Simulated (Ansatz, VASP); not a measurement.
# Two plane-wave programs on K2LiAlF6

```
K Li Al F
1.0
     0.00000    3.81959    3.81959
     3.81959    0.00000    3.81959
     3.81959    3.81959    0.00000
K Li Al F
2 1 1 6
Direct
  0.25000 0.25000 0.25000
  0.75000 0.75000 0.75000
  0.50000 0.50000 0.50000
  0.00000 0.00000 0.00000
  0.76401 0.23599 0.23599
  0.23599 0.76401 0.23599
  0.23599 0.76401 0.76401
  0.76401 0.23599 0.76401
  0.23599 0.23599 0.76401
  0.76401 0.76401 0.23599
```

Alike in both runs: functional LDA; k mesh 6 × 6 × 6; occupations gaussian, width 0.02 eV; no spin polarisation.

Ansatz relaxed the structure, and its values are those at the end. VASP's run is a single point on that final structure, the one shown.

|  | VASP | Ansatz |
| --- | --- | --- |
| version | VASP 6.6.1 | Ansatz 0.2.0 |
| potentials or method | VASP PAW LDA potentials, release 64 (K_sv, Li_sv, Al, F_h), cutoff 910 eV | scalar-relativistic, plane waves, PAW |
| valence electrons in the cell | 66 | 66 |

Ansatz gave:

```
gap on the k mesh at the Fermi level (eV) : 8.13
least direct gap on the mesh (eV)         : 8.13
rms of the force components (eV/Å)        : 0.000
```

Question: What did VASP give for the same quantities?

Answer: gap on the k mesh at the Fermi level (eV): 8.12; least direct gap on the mesh (eV): 8.12; rms of the force components (eV/Å): 0.024.

LDA's correlation is that of Perdew and Zunger in VASP and of Perdew and Wang (1992) in Ansatz.

Noted on VASP's run: the cutoff is under 1.25 times that of the potentials, so the pressure is a little rough.
